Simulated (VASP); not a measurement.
# ZrSi3N3 (P4mm) in VASP: notebook

ZrSi3N3 is run at these levels: PBE; tasks: single point.

Everything below comes from runs of VASP 6.6.1. Logs are shortened: lines on timing, memory, paths and dates and some standing lists are left out, and cuts for length are marked.

## Step 1: The cell of the first run

The structure is tetragonal, space group P4mm (No. 99). The conventional cell has a = 3.497 Å, b = 3.497 Å, c = 6.245 Å, α = 90.00°, β = 90.00°, γ = 90.00°. Zr (site symmetry 4mm) has 5 Si at 1.68 to 1.81 Å and 4 N at 1.84 Å within 2.2 Å. Within 1.4 Å of Si (site symmetry 2mm) lie 1 N at 1.04 Å. Si (site symmetry 4mm) has 1 Zr at 1.68 Å and 1 N at 2.05 Å and 4 Si at 2.12 Å within 2.2 Å. Within 1.4 Å of N (site symmetry 2mm) lie 1 Si at 1.04 Å. N (site symmetry 4mm) has 1 Si at 2.05 Å and 1 Zr at 2.51 Å and 4 N at 2.62 Å within 2.7 Å.

## Step 2: Single point, PBE

File INCAR:

```
SYSTEM = ZrSi3N3
ALGO = Normal
EDIFF = 1E-6
ENCUT = 520
GGA = PE
ISIF = 2
ISMEAR = 0
LASPH = .TRUE.
LCHARG = .FALSE.
LREAL = .FALSE.
LWAVE = .FALSE.
NBANDS = 28
NELM = 100
PREC = Accurate
SIGMA = 0.1
```

File KPOINTS:

```
k-points
0
G
  6 6 4
  0 0 0
```

File POSCAR:

```
ZrSi3N3
1.0
    3.4969392500      0.0000000000      0.0000000000
    0.0000000000      3.4969392500      0.0000000000
    0.0000000000      0.0000000000      6.2450113800
Zr Si N
1 3 3
Direct
    0.0000000000      0.0000000000      0.0209936100
    0.5000000000      0.0000000000      0.9442771300
    0.0000000000      0.5000000000      0.9442771300
    0.0000000000      0.0000000000      0.7521694700
    0.5000000000      0.0000000000      0.1110386800
    0.0000000000      0.5000000000      0.1110386800
    0.0000000000      0.0000000000      0.4236132700
```

Potentials or basis: VASP PAW PBE potentials, release 64 (Zr_sv, Si, N).

Started as:

```bash
> cat potpaw_PBE.64/Zr_sv/POTCAR potpaw_PBE.64/Si/POTCAR potpaw_PBE.64/N/POTCAR > POTCAR
> mpirun -np 1 vasp_std > vasp.out
```

OUTCAR:

```text
SYSTEM = ZrSi3N3
   EDIFF = 1E-6
   ENCUT = 520
   GGA = PE
   ISIF = 2
   ISMEAR = 0
   LASPH = .TRUE.
   LREAL = .FALSE.
   NELM = 100
   PREC = Accurate

 ion  position               nearest neighbor table
   1  0.000  0.000  0.021-   4 1.68   3 1.81   2 1.81   3 1.81   2 1.81   5 1.84   6 1.84   6 1.84
                             5 1.84   7 2.51
   2  0.500  0.000  0.944-   5 1.04   1 1.81   1 1.81   4 2.12   4 2.12   3 2.47   3 2.47   3 2.47
                             3 2.47
   3  0.000  0.500  0.944-   6 1.04   1 1.81   1 1.81   4 2.12   4 2.12   2 2.47   2 2.47   2 2.47
                             2 2.47
   4  0.000  0.000  0.752-   1 1.68   7 2.05   3 2.12   2 2.12   3 2.12   2 2.12
   5  0.500  0.000  0.111-   2 1.04   1 1.84   1 1.84
   6  0.000  0.500  0.111-   3 1.04   1 1.84   1 1.84
   7  0.000  0.000  0.424-   4 2.05   1 2.51

 -----------------------------------------------------------------------------
|                                                                             |
|           W    W    AA    RRRRR   N    N  II  N    N   GGGG   !!!           |
|           W    W   A  A   R    R  NN   N  II  NN   N  G    G  !!!           |
|           W    W  A    A  R    R  N N  N  II  N N  N  G       !!!           |
|           W WW W  AAAAAA  RRRRR   N  N N  II  N  N N  G  GGG   !            |
|           WW  WW  A    A  R   R   N   NN  II  N   NN  G    G                |
|           W    W  A    A  R    R  N    N  II  N    N   GGGG   !!!           |
|                                                                             |
|     The distance between some ions is very small. Please check the          |
|     nearest-neighbor list in the OUTCAR file.                               |
|     I HOPE YOU KNOW WHAT YOU ARE DOING!                                     |
|                                                                             |
 -----------------------------------------------------------------------------

  LATTYP: Found a simple tetragonal cell.
 ALAT       =     3.4969392500
 C/A-ratio  =     1.7858506921

  Lattice vectors:

 A1 = (   3.4969392500,   0.0000000000,   0.0000000000)
 A2 = (   0.0000000000,   3.4969392500,   0.0000000000)
 A3 = (   0.0000000000,   0.0000000000,   6.2450113800)

Analysis of symmetry for initial positions (statically):
=====================================================================
 Subroutine PRICEL returns:
 Original cell was already a primitive cell.

 Routine SETGRP: Setting up the symmetry group for a
 simple tetragonal supercell.

 Subroutine GETGRP returns: Found  8 space group operations
 (whereof  8 operations were pure point group operations)
 out of a pool of 16 trial point group operations.

The static configuration has the point symmetry C_4v.

Analysis of symmetry for dynamics (positions and initial velocities):
[... 128 lines left out ...]
   ISYM   =      2    0-nonsym 1-usesym 2-fastsym
   POTIM  = 0.5000    time-step for ionic-motion
   TEBEG  =    0.0;   TEEND  =   0.0 temperature during run
   PSTRESS=    0.0 pullay stress
   NELECT =      39.0000    total number of electrons
   NUPDOWN=      -1.0000    fix difference up-down
   EMIN   =  10.00;   EMAX   =-10.00  energy-range for DOS
   EFERMI =   0.00;   METHOD = LEGACY
   ISMEAR =     0;   SIGMA  =   0.10  broadening in eV -4-tet -1-fermi 0-gaus
   EFERMI_NEDOS =   21; number of points for ismear=-14 and -15
   IALGO  =     38    algorithm
   IMIX   =      4    mixing-type and parameters
     AMIX     =   0.40;   BMIX     =  1.00
     AMIX_MAG =   1.60;   BMIX_MAG =  1.00
  volume/ion in A,a.u.               =      10.91        73.62
  Fermi-wavevector in a.u.,A,eV,Ry     =   1.308559  2.472818 23.297610  1.712326
  Thomas-Fermi vector in A             =   2.439217
   LORBIT       =      0    0 simple, 1 ext, 2 COOP (PROOUT), +10 PAW based schemes
   GGA     = PE    functional components
   LHFCALC =     F    Hartree Fock is set to
   AEXX    =    0.0000 exact exchange contribution
   IVDW    =     0    specifies the selected vdW correction
   LEPSILON=     F    determine dielectric tensor
   LRPA    =     F    only Hartree local field effects (RPA)
 non-spin polarized calculation
 Gauss-broadening in eV      SIGMA  =   0.10
  energy-cutoff  :      520.00
  volume of cell :       76.37
 maximum number of plane-waves:      2095
 NGX is ok and might be reduce to    28
   NGX = 13   NGY = 13   NGZ = 23

 number of electron      39.0000010 magnetization

 Free energy of the ion-electron system (eV)
  ---------------------------------------------------
  ext. energy  EPLUGINS =         0.00000000
  ---------------------------------------------------
  free energy    TOTEN  =        38.85282244 eV

  energy without entropy =       38.87463917  energy(sigma->0) =       38.86373081

 E-fermi :   7.8802     XC(G=0): -10.7263

 val. band max:        7.8686769025   @ k =   0.5000   0.1667   0.0000
 cond. band min:       7.8898674608   @ k =   0.3333   0.1667   0.5000
 fundamental gap:      0.0211905583
 Fermi energy:         7.8802112848

 k-point     1 :       0.0000    0.0000    0.0000
  band No.  band energies     occupation
      1     -42.1481      2.00000
      2     -21.8584      2.00000
      3     -21.8584      2.00000
      4     -21.2101      2.00000
      5      -9.8830      2.00000
      6      -9.6696      2.00000
[... 733 lines left out ...]
     27      14.6100      0.00000
     28      15.3564      0.00000

 [... further k-points ...]
[... 5 lines left out ...]
  --------------------------------------------------------------------------------------
  -------------------------------------------------------------------------------------
  Total      106.2307092    106.2307092    290.2670445      0.0000000     -0.0000000      0.0000000
  in kB     2228.6981561   2228.6981561   6089.7421445      0.0000000     -0.0000000      0.0000000
  external PRESSURE =    3515.7128189 kB  Pullay stress =       0.0000000 kB

 VOLUME and BASIS-vectors are now :
 -----------------------------------------------------------------------------
  energy-cutoff  :      520.00
  volume of cell :       76.37
      direct lattice vectors                 reciprocal lattice vectors
     3.496939250  0.000000000  0.000000000     0.285964362  0.000000000  0.000000000
     0.000000000  3.496939250  0.000000000     0.000000000  0.285964362  0.000000000
     0.000000000  0.000000000  6.245011380     0.000000000  0.000000000  0.160127811

 POSITION                                       TOTAL-FORCE (eV/Angst)
 -----------------------------------------------------------------------------------
      0.00000      0.00000      0.13111        -0.000000     -0.000000     45.931329
      1.74847      0.00000      5.89702         0.000000      0.000000   -117.554207
      0.00000      1.74847      5.89702         0.000000      0.000000   -117.554207
      0.00000      0.00000      4.69731         0.000000      0.000000    -39.832937
      1.74847      0.00000      0.69344         0.000000      0.000000    112.242958
      0.00000      1.74847      0.69344        -0.000000      0.000000    112.242958
      0.00000      0.00000      2.64547         0.000000      0.000000      4.524106
 -----------------------------------------------------------------------------------
    total drift:                               -0.000000     -0.000000      0.001094

  FREE ENERGIE OF THE ION-ELECTRON SYSTEM (eV)
  ---------------------------------------------------
  free  energy   TOTEN  =        38.8528224391 eV

  energy  without entropy=       38.8746391728  energy(sigma->0) =       38.86373081
```

OSZICAR:

```text
N       E                     dE             d eps       ncg     rms          rms(c)
DAV:   1     0.401722618077E+03    0.40172E+03   -0.20862E+04  1680   0.132E+03
DAV:   2     0.284880742022E+02   -0.37323E+03   -0.35904E+03  2112   0.368E+02
DAV:   3     0.331612088080E+01   -0.25172E+02   -0.24840E+02  2012   0.947E+01
[... 11 lines left out ...]
DAV:  15     0.388528427899E+02    0.18317E-03   -0.30466E-03  2064   0.153E-01    0.615E-02
DAV:  16     0.388528226679E+02   -0.20122E-04   -0.14340E-04  2048   0.588E-02    0.266E-02
DAV:  17     0.388528193663E+02   -0.33016E-05   -0.84568E-05  2120   0.278E-02    0.191E-02
DAV:  18     0.388528225080E+02    0.31416E-05   -0.51696E-05  2084   0.193E-02    0.666E-03
DAV:  19     0.388528224391E+02   -0.68881E-07   -0.23986E-06  1364   0.522E-03
   1 F= 0.38852822E+02 E0= 0.38863731E+02  d E =-.218167E-01
```

It took 1.8 min on 1 thread of Intel Xeon Platinum 8375C at 2.90GHz (Ice Lake), shared host; peak memory 0.21 GiB.

Results:

| Property | Result |
| --- | --- |
| Free energy | 38.8528 eV |
| Pressure | 351.6 GPa |
| Largest force | 117.554 eV/Å |

Forces on the atoms (eV/Å):
```
Zr     0.000    0.000   45.931
Si     0.000    0.000 -117.554
Si     0.000    0.000 -117.554
Si     0.000    0.000  -39.833
N      0.000    0.000  112.243
N      0.000    0.000  112.243
N      0.000    0.000    4.524
```

Levels at points of the mesh, in eV from the Fermi level:
| k point | band 17 | band 18 | band 19 | band 20 | band 21 | band 22 |
| --- | --- | --- | --- | --- | --- | --- |
| (0.00, 0.00, 0.00) | -1.26 | -1.26 | -0.33 | 0.39 | 0.39 | 0.46 |
| (0.50, 0.00, 0.00) | -0.95 | -0.15 | -0.05 | 0.59 | 1.20 | 2.31 |
| (0.50, 0.50, 0.00) | -3.08 | -2.76 | 0.12 | 0.12 | 2.90 | 3.07 |
| (0.00, 0.00, 0.50) | -1.00 | -1.00 | -0.27 | 0.12 | 0.16 | 0.16 |
| (0.50, 0.00, 0.50) | -0.96 | -0.61 | -0.16 | 0.27 | 1.27 | 2.43 |
| (0.50, 0.50, 0.50) | -2.76 | -1.35 | -0.67 | -0.67 | 1.88 | 3.40 |

Caveat: forces of over 1 eV/Å act on the atoms, so gaps and moduli don't describe the material at rest.

## Step 3: Single point, PBE

This run uses another cell than the first one, of 18.01 Å³/atom, 1.651 times its volume.

File INCAR:

```
PREC = Accurate ; ENCUT = 520
EDIFF = 1E-7 ; ISMEAR = 0
SIGMA = 0.1 ; LREAL = F
LASPH = T ; NELM = 80
ALGO = Normal ; ISIF = 2
LWAVE = F ; LCHARG = T
GGA = PE ; LELF = T
LVHAR = T ; NBANDS = 28
```

File KPOINTS:

```
Automatic mesh
0
Gamma
  10 10 6
```

File POSCAR:

```
ZrSi3N3
1.0
    4.1323622612      0.0000000000      0.0000000000
    0.0000000000      4.1323622612      0.0000000000
    0.0000000000      0.0000000000      7.3813520589
Zr Si N
1 3 3
Direct
    0.0000000000      0.0000000000      0.2067324300
    0.5000000000      0.0000000000      0.8716226728
    0.0000000000      0.5000000000      0.8716226728
    0.0000000000      0.0000000000      0.6913810778
    0.5000000000      0.0000000000      0.0971131816
    0.0000000000      0.5000000000      0.0971131816
    0.0000000000      0.0000000000      0.4718227535
```

Potentials or basis: VASP PAW PBE potentials, release 64 (Zr_sv, Si, N).

Started as:

```bash
> cat potpaw_PBE.64/Zr_sv/POTCAR potpaw_PBE.64/Si/POTCAR potpaw_PBE.64/N/POTCAR > POTCAR
> mpirun -np 1 vasp_std > vasp.out
```

Wall time 6.5 min (1 thread of Intel Xeon Platinum 8375C at 2.90GHz (Ice Lake), shared host); peak memory 0.4 GiB.

Results (log left out):

```
Free energy   : -51.1590 eV
Pressure      : 0.0 GPa
Largest force : 0.044 eV/Å
```

Forces on the atoms (eV/Å):
```
Zr   0.000  0.000 -0.014
Si   0.000  0.000 -0.044
Si   0.000  0.000 -0.044
Si   0.000  0.000  0.039
N    0.000  0.000  0.028
N    0.000  0.000  0.028
N    0.000  0.000  0.007
```

Stress tensor (GPa, compression positive):
```
-0.08  0.00  0.00
 0.00 -0.08  0.00
 0.00  0.00  0.24
```

Levels at points of the mesh, in eV from the Fermi level:
```
           k point  band 16  band 17  band 18  band 19  band 20  band 21  band 22  band 23  band 24  band 25
(0.00, 0.00, 0.00)    -1.53    -0.72    -0.72    -0.34    -0.34    -0.06     1.53     2.90     4.36     4.36
(0.50, 0.00, 0.00)    -2.40    -2.31    -1.30    -0.29     0.02     1.32     1.90     2.43     3.39     4.27
(0.50, 0.50, 0.00)    -2.67    -1.78    -1.36    -1.36     0.40     2.74     3.09     3.09     3.60     4.93
(0.00, 0.00, 0.50)    -1.49    -1.30    -1.30    -0.42    -0.42     0.19     1.07     2.91     4.45     4.45
(0.50, 0.00, 0.50)    -2.39    -1.70    -1.70    -0.76    -0.21     1.28     1.74     2.13     3.64     4.33
(0.50, 0.50, 0.50)    -2.67    -1.83    -1.75    -1.75     0.40     1.53     3.31     3.31     4.01     5.13
```
